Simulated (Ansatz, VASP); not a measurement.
## Se: VASP beside Ansatz

```
Se
1.0
    -1.71953    1.71953    1.71953
     1.71953   -1.71953    1.71953
     1.71953    1.71953   -1.71953
Se
1
Cartesian
  0.0000 0.0000 0.0000
```

Alike in both runs: functional PBE; k mesh 13 × 13 × 13; occupations fermi-dirac, width 0.1 eV; no spin polarisation.

Ansatz relaxed the structure, and its values are those at the end. VASP's run is a single point on that final structure, the one shown.

```csv
,VASP,Ansatz
version,VASP 6.6.1,Ansatz 0.2.0
potentials or method,"VASP PAW PBE potentials, release 64 (Se), cutoff 520 eV","plane waves (420 eV) with PAW, scalar-relativistic"
valence electrons in the cell,6,16
```

```tsv
	VASP	Ansatz	Ansatz less VASP
pressure (GPa)	0.0	0.0	-0.02
```

VASP's potentials hold 6 valence electrons a cell and Ansatz's 16, so a difference there can come from the potentials and not from the codes.
